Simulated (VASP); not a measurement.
K3ErC2, 6 atoms in the cell. It takes space group P6/mmm (No. 191, hexagonal). Conventional cell: a = 4.818 Å, b = 4.818 Å, c = 5.555 Å, α = 90.00°, β = 90.00°, γ = 120.00°. K (site symmetry mmm) has 4 K at 2.41 Å and 4 C at 2.47 Å within 3.2 Å. Within 3.0 Å of Er (site symmetry 6/mmm) lie 2 C at 2.25 Å. C (site symmetry 6mm) has 1 C at 1.05 Å within 1.4 Å. The cell was generated, and may not be a known phase.

| Item | Value |
| --- | --- |
| Program | VASP 6.6.1 |
| Task | relaxation of cell and atoms |
| Functional | PBE |
| Potentials or basis | VASP PAW PBE potentials, release 64 (K_sv, Er_3, C), 4f in core |
| Cutoff | 600 eV |
| k mesh | 6 × 6 × 4 |
| Occupations | gaussian, width 0.1 eV |
| Spin | no spin polarisation |
| Dipole correction | no |
| Further INCAR settings | ALGO = Normal; EDIFF = 1e-07; IBRION = 2; EDIFFG = -0.04; NSW = 90; ISIF = 3 |

Potentials or basis: VASP PAW PBE potentials, release 64 (K_sv, Er_3, C), 4f in core.

Launch:

```bash
$ cat potpaw_PBE.64/K_sv/POTCAR potpaw_PBE.64/Er_3/POTCAR potpaw_PBE.64/C/POTCAR > POTCAR
$ mpirun -np 1 vasp_std > vasp.out
```

Hardware: 1 thread of Intel(R) Xeon(R) 6975P-C (Granite Rapids) (shared host).

**Question.** How long does it take, and how much memory?

**Answer.** Run time: 25 min on 1 thread of Intel(R) Xeon(R) 6975P-C (Granite Rapids) (shared host), peak memory 0.32 GiB. Counts: scf iterations 378, k points 21, ion steps 32.
